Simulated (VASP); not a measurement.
# As (Pm-3m) in VASP: notebook

Aim: see how the results for As move with the level of theory and the settings. Levels: PBEsol+D3(BJ), PBE. Tasks: single point.

All numbers are computed with VASP 6.6.1; they aren't measurements. Logs are shortened: lines on timing, memory, paths and dates and some standing lists are left out, and cuts for length are marked.

### Step 1. The cell of the first run

The structure is cubic, space group Pm-3m (No. 221). The conventional cell has a = 2.704 Å, b = 2.704 Å, c = 2.704 Å, α = 90.00°, β = 90.00°, γ = 90.00°. Within 3.6 Å of As (site symmetry m-3m) lie 6 As at 2.70 Å.

### Step 2. Single point, PBEsol+D3(BJ)

Contents of INCAR:

```
SYSTEM = As
PREC     = Accurate       ! precision mode
ENCUT    = 520            ! plane-wave cutoff, eV
EDIFF    = 1E-6           ! SCF threshold, eV
ISMEAR   = -1             ! smearing method
SIGMA    = 0.05           ! smearing width, eV
LREAL    = .False.        ! projectors in reciprocal space
LASPH    = .True.         ! aspherical terms in the spheres
NELM     = 60             ! most SCF steps
ALGO     = Normal         ! electronic algorithm
ISIF     = 2              ! what is computed and relaxed
LWAVE    = .False.        ! write WAVECAR
LCHARG   = .False.        ! write CHGCAR
GGA      = PS             ! functional
IVDW     = 12             ! dispersion correction
NBANDS   = 8              ! bands
```

Contents of KPOINTS:

```
Automatic mesh
0
Gamma
  10 10 10
  0 0 0
```

Contents of POSCAR:

```
As
1.0
    2.7036817444      0.0000000000      0.0000000000
    0.0000000000      2.7036817444      0.0000000000
    0.0000000000      0.0000000000      2.7036817444
As
1
Direct
    0.5000000000      0.5000000000      0.5000000000
```

Potentials or basis: VASP PAW PBE potentials, release 64 (As).

Run with:

```sh
$ cat potpaw_PBE.64/As/POTCAR > POTCAR
$ mpirun -np 1 vasp_std > vasp.out
```

OUTCAR:

```text
SYSTEM = As
   PREC = Accurate
   ENCUT = 520
   EDIFF = 1E-6
   ISMEAR = -1
   LREAL = .False.
   LASPH = .True.
   NELM = 60
   ISIF = 2
   GGA = PS
   IVDW = 12
 IVDW          = 12

 ion  position               nearest neighbor table
   1  0.500  0.500  0.500-

  LATTYP: Found a simple cubic cell.
 ALAT       =     2.7036817444

  Lattice vectors:

 A1 = (   2.7036817444,   0.0000000000,   0.0000000000)
 A2 = (   0.0000000000,   2.7036817444,   0.0000000000)
 A3 = (   0.0000000000,   0.0000000000,   2.7036817444)

Analysis of symmetry for initial positions (statically):
=====================================================================
 Subroutine PRICEL returns:
 Original cell was already a primitive cell.

 Routine SETGRP: Setting up the symmetry group for a
 simple cubic supercell.

 Subroutine GETGRP returns: Found 48 space group operations
[... 9 lines left out ...]

 Routine SETGRP: Setting up the symmetry group for a
 simple cubic supercell.

 Subroutine GETGRP returns: Found 48 space group operations
[... 11 lines left out ...]
                                     Primitive cell

  volume of cell :      19.7636

  direct lattice vectors                    reciprocal lattice vectors
     2.703681744  0.000000000  0.000000000     0.369866018  0.000000000  0.000000000
     0.000000000  2.703681744  0.000000000     0.000000000  0.369866018  0.000000000
     0.000000000  0.000000000  2.703681744     0.000000000  0.000000000  0.369866018

  length of vectors
     2.703681744  2.703681744  2.703681744     0.369866018  0.369866018  0.369866018

  position of ions in fractional coordinates (direct lattice)
     0.500000000  0.500000000  0.500000000

  ion indices of the primitive-cell ions
   primitive index   ion index
                 1           1

----------------------------------------------------------------------------------------

 KPOINTS: Automatic mesh

Automatic generation of k-mesh.
 Grid dimensions read from file:
 generate k-points for:   10   10   10

 Generating k-lattice:

  Cartesian coordinates                     Fractional coordinates (reciprocal lattice)
     0.036986602  0.000000000  0.000000000     0.100000000  0.000000000  0.000000000
     0.000000000  0.036986602  0.000000000     0.000000000  0.100000000  0.000000000
     0.000000000  0.000000000  0.036986602     0.000000000  0.000000000  0.100000000

  Length of vectors
     0.036986602  0.036986602  0.036986602

  Shift w.r.t. Gamma in fractional coordinates (k-lattice)
     0.000000000  0.000000000  0.000000000

 Subroutine IBZKPT returns following result:
 ===========================================

 Found     56 irreducible k-points:

 Following reciprocal coordinates:
            Coordinates               Weight
  0.000000  0.000000  0.000000      1.000000
  0.100000  0.000000  0.000000      6.000000
  0.200000  0.000000  0.000000      6.000000
  0.300000  0.000000  0.000000      6.000000
  0.400000  0.000000  0.000000      6.000000
  0.500000  0.000000  0.000000      3.000000
[... 16 lines left out ...]
  0.200000  0.100000  0.100000     24.000000
  0.300000  0.100000  0.100000     24.000000
 [... further k-points ...]
   k-points           NKPTS =     56   k-points in BZ     NKDIM =     56   number of bands    NBANDS=      8
   number of dos      NEDOS =    301   number of ions     NIONS =      1
   total plane-waves  NPLWV =   8000
   dimension x,y,z NGX =    20 NGY =   20 NGZ =   20
   dimension x,y,z NGXF=    40 NGYF=   40 NGZF=   40
   ions per type =               1
   NGX,Y,Z   is equivalent  to a cutoff of  12.30, 12.30, 12.30 a.u.
   NGXF,Y,Z  is equivalent  to a cutoff of  24.60, 24.60, 24.60 a.u.
 SYSTEM =  As
   PREC   = accura    normal or accurate (medium, high low for compatibility)
   ISTART =      0    job   : 0-new  1-cont  2-samecut
   ICHARG =      2    charge: 1-file 2-atom 10-const
   ISPIN  =      1    spin polarized calculation?
   LNONCOLLINEAR =      F non collinear calculations
   LSORBIT =      F    spin-orbit coupling
   LASPH  =      T    aspherical Exc in radial PAW
   ENCUT  =  520.0 eV  38.22 Ry    6.18 a.u.   5.03  5.03  5.03*2*pi/ulx,y,z
   NELM   =     60;   NELMIN=  2; NELMDL= -5     # of ELM steps
   EDIFF  = 0.1E-05   stopping-criterion for ELM
   LREAL  =      F    real-space projection
   EDIFFG = 0.1E-04   stopping-criterion for IOM
   NSW    =      0    number of steps for IOM
   IBRION =     -1    ionic relax: 0-MD 1-quasi-New 2-CG
   NFREE  =      0    steps in history (QN), initial steepest desc. (CG)
   ISIF   =      2    stress and relaxation
   ISYM   =      2    0-nonsym 1-usesym 2-fastsym
   POTIM  = 0.5000    time-step for ionic-motion
   TEBEG  =    0.0;   TEEND  =   0.0 temperature during run
   PSTRESS=    0.0 pullay stress
   NELECT =       5.0000    total number of electrons
   NUPDOWN=      -1.0000    fix difference up-down
   EMIN   =  10.00;   EMAX   =-10.00  energy-range for DOS
[... 5 lines left out ...]
     AMIX     =   0.40;   BMIX     =  1.00
     AMIX_MAG =   1.60;   BMIX_MAG =  1.00
  volume/ion in A,a.u.               =      19.76       133.37
  Fermi-wavevector in a.u.,A,eV,Ry     =   1.035403  1.956627 14.586243  1.072059
  Thomas-Fermi vector in A             =   2.169744
   LORBIT       =      0    0 simple, 1 ext, 2 COOP (PROOUT), +10 PAW based schemes
   GGA     = PS    functional components
   LHFCALC =     F    Hartree Fock is set to
   AEXX    =    0.0000 exact exchange contribution
   IVDW    =    12    specifies the selected vdW correction
   LEPSILON=     F    determine dielectric tensor
   LRPA    =     F    only Hartree local field effects (RPA)
 non-spin polarized calculation
  energy-cutoff  :      520.00
  volume of cell :       19.76
 maximum number of plane-waves:       554
   NGX = 11   NGY = 11   NGZ = 11

 number of electron       5.0000001 magnetization

 Free energy of the ion-electron system (eV)
  ---------------------------------------------------
  ext. energy  EPLUGINS =         0.00000000
  ---------------------------------------------------
  free energy    TOTEN  =        -5.04725653 eV

  energy without entropy =       -5.04470466  energy(sigma->0) =       -5.04598059

 E-fermi :   5.7546     XC(G=0): -10.5547

 val. band max:        5.7408522422   @ k =   0.3000   0.3000   0.3000
 cond. band min:       5.7812906429   @ k =   0.2000   0.2000   0.0000
 fundamental gap:      0.0404384006
 Fermi energy:         5.7545938060

 k-point     1 :       0.0000    0.0000    0.0000
  band No.  band energies     occupation
      1      -9.1803      2.00000
      2       9.9586      0.00000
      3       9.9586      0.00000
      4       9.9586      0.00000
      5      14.3140      0.00000
      6      14.3140      0.00000
      7      16.2116      0.00000
      8      30.7561      0.00000

 k-point     2 :       0.1000    0.0000    0.0000
  band No.  band energies     occupation
      1      -8.9960      2.00000
      2       7.9054      0.00000
      3      10.1209      0.00000
      4      10.1209      0.00000
      5      14.4795      0.00000
      6      15.4912      0.00000
      7      17.5725      0.00000
      8      28.3807      0.00000

 k-point     3 :       0.2000    0.0000    0.0000
  band No.  band energies     occupation
      1      -8.4530      2.00000
      2       4.8292      2.00000
      3      10.5843      0.00000
      4      10.5843      0.00000
      5      14.9640      0.00000
      6      16.2729      0.00000
      7      21.1821      0.00000
      8      25.4684      0.00000

 k-point     4 :       0.3000    0.0000    0.0000
  band No.  band energies     occupation
      1      -7.5964      2.00000
      2       2.0204      2.00000
      3      11.2624      0.00000
      4      11.2624      0.00000
      5      15.7168      0.00000
      6      17.2248      0.00000
      7      22.9902      0.00000
      8      22.9902      0.00000

 k-point     5 :       0.4000    0.0000    0.0000
  band No.  band energies     occupation
      1      -6.5900      2.00000
      2      -0.1879      2.00000
      3      11.9480      0.00000
      4      11.9480      0.00000
      5      16.5703      0.00000
      6      18.5019      0.00000
      7      21.2149      0.00000
      8      21.2149      0.00000

 k-point     6 :       0.5000    0.0000    0.0000
  band No.  band energies     occupation
      1      -6.0248      2.00000
      2      -1.1577      2.00000
      3      12.2624      0.00000
      4      12.2624      0.00000
      5      17.0221      0.00000
      6      19.8053      0.00000
      7      20.5360      0.00000
      8      20.5360      0.00000

 k-point     7 :       0.1000    0.1000    0.0000
  band No.  band energies     occupation
      1      -8.8116      2.00000
      2       7.9165      0.00000
      3       8.2447      0.00000
      4      10.2830      0.00000
      5      15.1184      0.00000
      6      17.0422      0.00000
      7      18.0214      0.00000
      8      26.0497      0.00000
[... 133 lines left out ...]
 k-point    20 :       0.5000    0.4000    0.0000
  band No.  band energies     occupation
      1      -3.3599      2.00000
      2       1.1276      2.00000
      3       2.5606      2.00000
      4       9.0229      0.00000
      5      14.1450      0.00000
      6      21.4025      0.00000
      7      22.8147      0.00000
      8      23.6979      0.00000

 k-point    21 :       0.5000    0.5000    0.0000
  band No.  band energies     occupation
      1      -2.7361      2.00000
      2       1.5389      2.00000
      3       1.5389      2.00000
      4       8.2207      0.00000
      5      14.4304      0.00000
      6      22.3022      0.00000
      7      23.2766      0.00000
      8      23.2766      0.00000

 k-point    22 :       0.1000    0.1000    0.1000
  band No.  band energies     occupation
      1      -8.6273      2.00000
      2       8.0817      0.00000
      3       8.0817      0.00000
      4       8.6077      0.00000
      5      17.2020      0.00000
      6      17.2020      0.00000
      7      18.3455      0.00000
      8      26.0989      0.00000

 k-point    23 :       0.2000    0.1000    0.1000
  band No.  band energies     occupation
      1      -8.0843      2.00000
      2       5.1640      1.99999
      3       8.5562      0.00000
      4       8.9706      0.00000
      5      17.6641      0.00000
      6      18.2754      0.00000
      7      20.9804      0.00000
      8      23.0541      0.00000

 k-point    24 :       0.3000    0.1000    0.1000
  band No.  band energies     occupation
      1      -7.2276      2.00000
      2       2.3676      2.00000
      3       9.2604      0.00000
      4       9.7332      0.00000
      5      18.2534      0.00000
      6      18.3499      0.00000
      7      20.5062      0.00000
      8      21.2746      0.00000

 [... further k-points ...]

------------------------ aborting loop because EDIFF is reached ----------------------------------------

 Edisp (eV)   -0.39991

 E8    (eV) :    -0.2567

  FORCE on cell =-STRESS in cart. coord.  units (eV):
  Direction    XX          YY          ZZ          XY          YZ          ZX
  --------------------------------------------------------------------------------------
  -------------------------------------------------------------------------------------
  Total      -0.56325    -0.56325    -0.56325    -0.00000    -0.00000     0.00000
  in kB     -45.66136   -45.66136   -45.66136    -0.00000    -0.00000     0.00000
  external pressure =      -45.66 kB  Pullay stress =        0.00 kB

 VOLUME and BASIS-vectors are now :
 -----------------------------------------------------------------------------
  energy-cutoff  :      520.00
  volume of cell :       19.76
      direct lattice vectors                 reciprocal lattice vectors
     2.703681744  0.000000000  0.000000000     0.369866018  0.000000000  0.000000000
     0.000000000  2.703681744  0.000000000     0.000000000  0.369866018  0.000000000
     0.000000000  0.000000000  2.703681744     0.000000000  0.000000000  0.369866018

 POSITION                                       TOTAL-FORCE (eV/Angst)
 -----------------------------------------------------------------------------------
      1.35184      1.35184      1.35184         0.000000      0.000000      0.000000
 -----------------------------------------------------------------------------------
    total drift:                                0.000000      0.000000      0.000000

  FREE ENERGIE OF THE ION-ELECTRON SYSTEM (eV)
  ---------------------------------------------------
  free  energy   TOTEN  =        -5.4471669140 eV

  energy  without entropy=       -5.4446150441  energy(sigma->0) =       -5.44589098
```

Wall time 8.1 s (1 thread of AMD EPYC 7R13, shared host); peak memory 0.1 GiB.

What came out:

| Quantity | Value |
| --- | --- |
| Free energy | -5.4472 eV |
| Pressure | -4.6 GPa |
| Dispersion energy per atom | -0.400 eV |

Caveat: three body term missing; the PAW data sets were made with another functional, which shifts forces and pressure a little; pairwise dispersion overbinds metals, which lowers pressure and volume.

### Step 3. Single point, PBE

Contents of INCAR:

```
SYSTEM = As
ALGO = Normal ; EDIFF = 1E-7
ENCUT = 520 ; GGA = PE
ISIF = 2 ; ISMEAR = 0
LASPH = .TRUE. ; LCHARG = .FALSE.
LREAL = .FALSE. ; LWAVE = .FALSE.
NBANDS = 8 ; NELM = 100
PREC = Accurate ; SIGMA = 0.011
```

Contents of KPOINTS:

```
k-points
0
G
  10 10 10
  0 0 0
```

POSCAR is that of step 2.

Potentials or basis: VASP PAW PBE potentials, release 64 (As).

Run with:

```sh
$ cat potpaw_PBE.64/As/POTCAR > POTCAR
$ mpirun -np 1 vasp_std > vasp.out
```

Run time: 3.7 s. Hardware: 1 thread of AMD EPYC 9R45 (Zen 5), shared host; peak memory 0.09 GiB.

The run converged. Its results:

```
Free energy : -4.5675 eV
Pressure    : 2.5 GPa
```

Levels at points of the mesh, in eV from the Fermi level:
```tsv
k point	band 1	band 2	band 3	band 4	band 5	band 6	band 7
(0.00, 0.00, 0.00)	-14.96	4.17	4.17	4.17	8.51	8.51	10.58
(0.50, 0.00, 0.00)	-11.82	-6.92	6.47	6.47	11.19	14.15	14.76
(0.50, 0.50, 0.00)	-8.53	-4.25	-4.25	2.53	8.64	16.48	17.47
(0.50, 0.50, 0.50)	-4.90	-1.81	-1.81	-1.81	5.96	5.96	5.96
```
